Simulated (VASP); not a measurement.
# Mg64O65 (a cell with a defect) in VASP: notebook, part 2 of 2

VASP 6.6.1.

## 3. Single point, r2SCAN

Contents of POSCAR:

```
Mg64O65
1.0
    0.0000000000      8.5087624600      8.5087624600
    8.5087624600      0.0000000000      8.5087624600
    8.5087624600      8.5087624600      0.0000000000
Mg O
64 65
Direct
    0.0007309700     -0.0001827600     -0.0002721900
    0.0007549800     -0.0002153200      0.2497478600
   -0.0017720100      0.0046202800      0.4982392600
   -0.0018126900      0.0046873900      0.7488851900
    0.0007486000      0.2498163800     -0.0002956800
    0.0006995800      0.2502222400      0.2501824000
[... 121 lines left out ...]
    0.8725528100      0.8764452900      0.8763329700
    0.1875374500      0.6874376700      0.6877327900
```

Contents of INCAR.step1:

```
SYSTEM = Mg64O65
ALGO     = Normal         ! electronic algorithm
EDIFF    = 1E-4           ! SCF threshold, eV
ENCUT    = 520            ! plane-wave cutoff, eV
GGA      = PE             ! functional
ISMEAR   = -1             ! smearing method
LASPH    = .TRUE.         ! aspherical terms in the spheres
LCHARG   = .FALSE.        ! write CHGCAR
LREAL    = Auto         
LUSENCCL = .FALSE.      
LWAVE    = .TRUE.         ! write WAVECAR
NBANDS   = 329            ! bands
NELECT   = 520.0        
NELM     = 80             ! most SCF steps
PREC     = Accurate       ! precision mode
SIGMA    = 0.01           ! smearing width, eV
```

Contents of INCAR.step2:

```
SYSTEM = Mg64O65
ALGO     = Normal         ! electronic algorithm
EDIFF    = 1E-6           ! SCF threshold, eV
ENCUT    = 520            ! plane-wave cutoff, eV
ISIF     = 2              ! what is computed and relaxed
ISMEAR   = -1             ! smearing method
ISTART   = 1            
LASPH    = .TRUE.         ! aspherical terms in the spheres
LCHARG   = .FALSE.        ! write CHGCAR
LMIXTAU  = .TRUE.       
LREAL    = Auto         
LUSENCCL = .FALSE.      
LWAVE    = .FALSE.        ! write WAVECAR
METAGGA  = R2SCAN         ! meta-GGA
NBANDS   = 329            ! bands
NELECT   = 520.0        
NELM     = 80             ! most SCF steps
PREC     = Accurate       ! precision mode
SIGMA    = 0.01           ! smearing width, eV
```

Contents of KPOINTS:

```
k-points
0
G
  1 1 1
  0 0 0
```

Potentials or basis: VASP PAW PBE potentials, release 64 (Mg, O).

Run with:

```bash
$ cat potpaw_PBE.64/Mg/POTCAR potpaw_PBE.64/O/POTCAR > POTCAR
$ cp INCAR.step1 INCAR
$ mpirun -np 1 vasp_gam > vasp.out
$ cp INCAR.step2 INCAR
$ mpirun -np 1 vasp_gam > vasp.out
```

It took 8.8 min on 1 × NVIDIA H100 80GB with 1 thread of AMD EPYC 7R13 (Zen 3), shared host; peak memory 2.2 GiB.

The run converged. Its results:

* Free energy: -1024.0958 eV
* Largest force: 0.148 eV/Å

Forces on the atoms (eV/Å):
```
Mg  -0.010  0.006  0.006
Mg  -0.005  0.008  0.006
Mg   0.023  0.074  0.023
Mg  -0.074 -0.022  0.024
Mg  -0.004  0.006  0.007
Mg   0.002  0.032  0.032
Mg   0.004 -0.003  0.003
Mg  -0.031 -0.002  0.031
Mg   0.022  0.024  0.074
Mg   0.004  0.005 -0.003
Mg  -0.002 -0.001 -0.002
Mg  -0.024 -0.023  0.075
Mg  -0.074  0.025 -0.022
Mg  -0.032  0.033 -0.003
Mg  -0.024  0.073 -0.024
Mg  -0.083  0.084  0.085
Mg   0.003 -0.004 -0.004
Mg   0.007  0.003 -0.002
Mg   0.024 -0.021 -0.075
Mg  -0.002 -0.007 -0.004
Mg   0.007 -0.003  0.003
Mg   0.002 -0.031 -0.032
Mg   0.031 -0.003 -0.033
Mg   0.002 -0.008  0.002
Mg   0.024 -0.073 -0.022
Mg   0.031 -0.030 -0.003
Mg   0.074 -0.023 -0.023
Mg   0.087 -0.083  0.087
Mg  -0.002 -0.002 -0.007
Mg   0.001  0.002 -0.006
Mg   0.084  0.082 -0.081
Mg  -0.083 -0.083 -0.084
Mg   0.004  0.004  0.004
Mg  -0.004 -0.003 -0.009
Mg   0.006  0.006 -0.009
Mg  -0.004 -0.005  0.003
Mg  -0.004 -0.006 -0.005
Mg   0.002 -0.001 -0.001
Mg   0.006  0.004 -0.005
Mg   0.003 -0.004  0.008
Mg   0.006 -0.008  0.006
Mg   0.008 -0.003  0.005
Mg   0.074  0.023  0.022
Mg  -0.022 -0.073  0.025
Mg  -0.004  0.005 -0.003
Mg   0.002  0.009 -0.002
Mg  -0.022  0.026 -0.072
Mg  -0.006 -0.002 -0.003
Mg  -0.008 -0.003 -0.005
Mg  -0.002  0.002 -0.001
Mg   0.005  0.007 -0.004
Mg  -0.003  0.002  0.007
Mg   0.000  0.000  0.002
Mg   0.004  0.003  0.003
Mg   0.032  0.032  0.002
Mg  -0.031 -0.032  0.002
Mg   0.007 -0.002  0.007
Mg   0.031  0.004  0.032
Mg  -0.003  0.004  0.004
Mg  -0.002 -0.031  0.032
Mg  -0.002  0.008  0.003
Mg  -0.033  0.004 -0.032
Mg  -0.003  0.033 -0.032
Mg  -0.007  0.001  0.002
O    0.000 -0.004 -0.004
O    0.004 -0.016  0.016
O    0.015  0.002  0.016
O    0.002 -0.001  0.002
O    0.005  0.014 -0.015
O   -0.012  0.007  0.007
O   -0.017  0.000 -0.017
O   -0.018  0.016 -0.029
O    0.016  0.016  0.002
O   -0.017 -0.018 -0.002
O   -0.077 -0.075 -0.079
O    0.081  0.078 -0.080
O    0.002 -0.002  0.000
O   -0.018 -0.029  0.014
O    0.080 -0.082  0.080
O    0.031  0.014  0.014
O    0.001  0.002  0.003
O    0.002 -0.005  0.001
O    0.001  0.002  0.003
O   -0.006  0.002 -0.006
O    0.002  0.000 -0.005
O   -0.002  0.001 -0.001
O   -0.028  0.016 -0.018
O   -0.015  0.032 -0.016
O    0.000  0.002 -0.001
O   -0.028 -0.020  0.014
O   -0.082  0.078  0.079
O    0.012  0.030  0.013
O   -0.007 -0.007  0.003
O   -0.014 -0.015  0.029
O    0.012  0.014  0.034
O    0.006  0.007  0.007
O    0.001  0.001  0.002
O   -0.002 -0.002  0.007
O   -0.003 -0.004  0.000
O    0.003  0.002  0.000
O   -0.002  0.007 -0.001
O   -0.005  0.000  0.002
O   -0.015  0.015  0.004
O   -0.005 -0.001  0.001
O   -0.004 -0.001 -0.004
O   -0.016  0.002  0.015
O    0.001  0.016  0.014
O   -0.002  0.001 -0.001
O    0.002 -0.001  0.001
O   -0.004  0.000  0.001
O    0.000  0.000  0.003
O    0.002 -0.005 -0.005
O    0.006 -0.003 -0.002
O    0.000 -0.006  0.001
O    0.015 -0.016  0.005
O   -0.001 -0.006  0.002
O    0.001 -0.001 -0.007
O   -0.009 -0.009 -0.007
O    0.007  0.007 -0.014
O   -0.001  0.000 -0.002
O    0.015  0.004 -0.015
O    0.010 -0.015  0.008
O   -0.002 -0.018 -0.018
O    0.015 -0.019 -0.029
O    0.001  0.001 -0.004
O    0.002 -0.004  0.000
O    0.017 -0.028 -0.018
O    0.030 -0.013 -0.015
O   -0.001 -0.001 -0.001
```

Levels at points of the mesh, in eV from the Fermi level:
| k point | band 256 | band 257 | band 258 | band 259 | band 260 | band 261 | band 262 | band 263 | band 264 | band 265 |
| --- | --- | --- | --- | --- | --- | --- | --- | --- | --- | --- |
| (0.00, 0.00, 0.00) | -2.41 | -2.15 | -0.28 | -0.28 | -0.27 | 2.50 | 4.80 | 4.80 | 4.80 | 4.85 |

Caveat: the k points lie up to 0.64 Å⁻¹ apart; the cell carries a net charge on a neutralising background, which shifts energy and pressure; the cell is charged against a uniform background, so pressure and absolute levels hang on convention; the PAW data sets were made with another functional, which shifts forces and pressure a little.

## 4. Single point, r2SCAN

Contents of POSCAR:

```
Mg64O65
1.0
    0.0000000000      8.5087624600      8.5087624600
    8.5087624600      0.0000000000      8.5087624600
    8.5087624600      8.5087624600      0.0000000000
Mg O
64 65
Direct
    0.0015274800      0.0003442400     -0.0012413400
    0.0015171100      0.0003480800      0.2493485500
    0.0010707700     -0.0001984500      0.4989496700
    0.0010662600     -0.0001965700      0.7501671300
    0.0014170100      0.2459202700      0.0013239100
    0.0010561800      0.2499929800      0.2487578100
[... 121 lines left out ...]
    0.8740471100      0.8779879300      0.8748133900
    0.0629626900      0.5630661200      0.8119297000
```

Contents of INCAR.step1:

```
ALGO = Normal
EDIFF = 1E-4
ENCUT = 520
GGA = PE
ISMEAR = -1
LASPH = T
LCHARG = F
LREAL = Auto
LUSENCCL = F
LWAVE = T
NBANDS = 329
NELECT = 520.0
NELM = 100
PREC = Accurate
SIGMA = 0.01
```

Contents of INCAR.step2:

```
ALGO = Normal
EDIFF = 1E-6
ENCUT = 520
ISIF = 2
ISMEAR = -1
ISTART = 1
LASPH = T
LCHARG = T
LELF = T
LMIXTAU = T
LREAL = Auto
LUSENCCL = F
LVHAR = T
LWAVE = F
METAGGA = R2SCAN
NBANDS = 329
NELECT = 520.0
NELM = 100
PREC = Accurate
SIGMA = 0.01
```

Contents of KPOINTS:

```
k-points
0
Gamma
  1 1 1
```

Run with:

```bash
$ cat potpaw_PBE.64/Mg/POTCAR potpaw_PBE.64/O/POTCAR > POTCAR
$ cp INCAR.step1 INCAR
$ mpirun -np 1 vasp_gam > vasp.out
$ cp INCAR.step2 INCAR
$ mpirun -np 1 vasp_gam > vasp.out
```

It took 11 min on 1 × NVIDIA H100 80GB with 1 thread of AMD EPYC 7R13 (Zen 3), shared host; peak memory 2.2 GiB.

Results (log left out):

| Item | Value |
| --- | --- |
| Free energy | -1024.0955 eV |
| Largest force | 0.154 eV/Å |

Forces on the atoms (eV/Å):
```
Mg  -0.030  0.003  0.025
Mg  -0.002  0.030  0.025
Mg  -0.006  0.001 -0.002
Mg   0.000  0.004 -0.002
Mg  -0.026  0.026  0.075
Mg  -0.005 -0.001 -0.002
Mg  -0.005  0.005  0.002
Mg   0.000  0.005 -0.003
Mg  -0.085 -0.086  0.091
Mg   0.000  0.000  0.004
Mg   0.001  0.001  0.005
Mg   0.087  0.089  0.090
Mg  -0.073  0.027  0.024
Mg  -0.029  0.028  0.003
Mg  -0.025  0.073  0.022
Mg  -0.087  0.086 -0.086
Mg  -0.003  0.004 -0.006
Mg  -0.003 -0.029 -0.031
Mg   0.005 -0.004 -0.017
Mg   0.028  0.004 -0.031
Mg  -0.026 -0.074 -0.030
Mg   0.004 -0.010 -0.008
Mg   0.010 -0.003 -0.008
Mg   0.072  0.027 -0.030
Mg   0.026 -0.073  0.023
Mg   0.028 -0.029  0.003
Mg   0.073 -0.025  0.022
Mg   0.088 -0.086 -0.086
Mg   0.005  0.006  0.003
Mg  -0.006 -0.005  0.002
Mg  -0.026 -0.026 -0.070
Mg   0.025  0.026 -0.071
Mg  -0.030 -0.031 -0.004
Mg  -0.002 -0.001 -0.005
Mg   0.002  0.002 -0.003
Mg   0.029  0.030 -0.004
Mg  -0.005 -0.011  0.003
Mg   0.002 -0.001 -0.001
Mg   0.012  0.006  0.003
Mg   0.000  0.000 -0.007
Mg   0.003 -0.029  0.026
Mg   0.029 -0.002  0.025
Mg   0.000 -0.005 -0.001
Mg   0.004  0.001 -0.001
Mg   0.004 -0.003 -0.005
Mg  -0.031 -0.003 -0.029
Mg  -0.005  0.005 -0.015
Mg   0.004  0.029 -0.031
Mg  -0.012 -0.004  0.003
Mg  -0.003  0.003 -0.001
Mg   0.005  0.013  0.003
Mg   0.001  0.000 -0.007
Mg  -0.004 -0.003  0.008
Mg   0.004  0.005  0.008
Mg  -0.006 -0.005 -0.007
Mg   0.006  0.005 -0.006
Mg   0.026 -0.026  0.076
Mg  -0.001 -0.004 -0.001
Mg   0.004 -0.004  0.002
Mg   0.006  0.001 -0.003
Mg  -0.073 -0.027 -0.029
Mg  -0.011  0.004 -0.007
Mg  -0.004  0.012 -0.007
Mg   0.027  0.072 -0.029
O   -0.011  0.018 -0.014
O    0.002  0.003  0.010
O   -0.005 -0.002  0.008
O   -0.018  0.007 -0.014
O    0.011  0.024 -0.011
O   -0.008  0.004  0.000
O   -0.021 -0.010 -0.009
O   -0.067  0.071 -0.069
O    0.015  0.015  0.017
O   -0.016 -0.017  0.016
O   -0.075 -0.078  0.079
O    0.075  0.073  0.075
O    0.008 -0.004 -0.005
O   -0.009 -0.016  0.019
O    0.012 -0.010  0.030
O    0.016  0.007  0.017
O    0.002 -0.001 -0.003
O    0.002 -0.005  0.000
O    0.002  0.004 -0.004
O   -0.023  0.017 -0.006
O    0.004 -0.005  0.000
O   -0.001 -0.003  0.006
O   -0.021  0.011  0.010
O   -0.014  0.022  0.013
O   -0.004  0.007 -0.005
O   -0.014 -0.009  0.018
O   -0.011  0.012  0.028
O    0.008  0.016  0.017
O    0.008  0.009  0.007
O   -0.003 -0.003  0.004
O    0.005  0.005  0.001
O   -0.006 -0.007  0.008
O   -0.001 -0.002 -0.001
O    0.000 -0.001  0.005
O   -0.006 -0.006  0.005
O    0.005  0.004  0.004
O    0.004  0.000  0.003
O   -0.007  0.001 -0.003
O   -0.005  0.011  0.005
O   -0.004  0.004 -0.002
O    0.016 -0.010 -0.016
O    0.005  0.001  0.008
O   -0.003 -0.004  0.007
O    0.008 -0.020 -0.014
O   -0.001  0.002 -0.004
O   -0.003  0.002  0.000
O    0.003  0.000 -0.004
O    0.016 -0.019 -0.007
O    0.002  0.003  0.003
O   -0.001 -0.009 -0.002
O    0.010 -0.004  0.006
O    0.005 -0.003 -0.003
O    0.012  0.013 -0.023
O    0.006  0.007 -0.009
O   -0.007 -0.006 -0.008
O   -0.012 -0.015 -0.022
O    0.025  0.010 -0.013
O    0.004 -0.008  0.000
O   -0.011 -0.023 -0.010
O    0.072 -0.068 -0.069
O   -0.004  0.004  0.000
O   -0.003 -0.001  0.006
O    0.010 -0.023  0.010
O    0.023 -0.013  0.012
O    0.002  0.001  0.006
```

Levels at points of the mesh, in eV from the Fermi level:
| k point | band 258 | band 259 | band 260 | band 261 | band 262 | band 263 |
| --- | --- | --- | --- | --- | --- | --- |
| (0.00, 0.00, 0.00) | -0.29 | -0.29 | -0.29 | 2.48 | 4.78 | 4.78 |

Caveat: the k points lie up to 0.64 Å⁻¹ apart; the cell carries a net charge on a neutralising background, which shifts energy and pressure; the cell is charged against a uniform background, so pressure and absolute levels hang on convention; the PAW data sets were made with another functional, which shifts forces and pressure a little.
